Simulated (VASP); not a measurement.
A run of VASP 6.6.1 is set up as follows.

File POSCAR:

```
Pt
1.0
    2.6041501060      0.0000000000      0.0000000000
    0.0000000000      2.6041501060      0.0000000000
    0.0000000000      0.0000000000      2.6041501060
Pt
1
Direct
    0.0000000000      0.0000000000      0.0000000000
```

INCAR.step1

```
  ALGO = Normal
  EDIFF = 1E-5
  ENCUT = 550
  GGA = PE
  GGA_COMPAT = F
  ISMEAR = -1
  LASPH = T
  LCHARG = F
  LREAL = F
  LWAVE = T
  NBANDS = 11
  NELM = 120
  PREC = Accurate
  SIGMA = 0.1
```

File INCAR.step2:

```
  ALGO = Normal
  EDIFF = 1E-6
  ENCUT = 550
  GGA_COMPAT = F
  ISIF = 2
  ISMEAR = -1
  ISTART = 1
  LASPH = T
  LCHARG = T
  LELF = T
  LMIXTAU = T
  LREAL = F
  LVHAR = T
  LWAVE = F
  METAGGA = R2SCAN
  NBANDS = 11
  NELM = 120
  PREC = Accurate
  SIGMA = 0.1
```

File KPOINTS:

```
k-points
0
Gamma
  20 20 20
```

Potentials or basis: VASP PAW PBE potentials, release 64 (Pt).

Command:

```sh
$ cat potpaw_PBE.64/Pt/POTCAR > POTCAR
$ cp INCAR.step1 INCAR
$ mpirun -np 1 vasp_std > vasp.out
$ cp INCAR.step2 INCAR
$ mpirun -np 1 vasp_std > vasp.out
```

(1) Estimate the pressure.

(2) Predict the band gap on the k mesh.

## Answers

(1) 0.6 GPa.

(2) zero (bands 5 and 6 overlap by 3.46 eV).

Caveat: the PAW data sets were made with another functional, which shifts forces and pressure a little; spin-orbit coupling is left out, which moves the levels of the heavy elements.
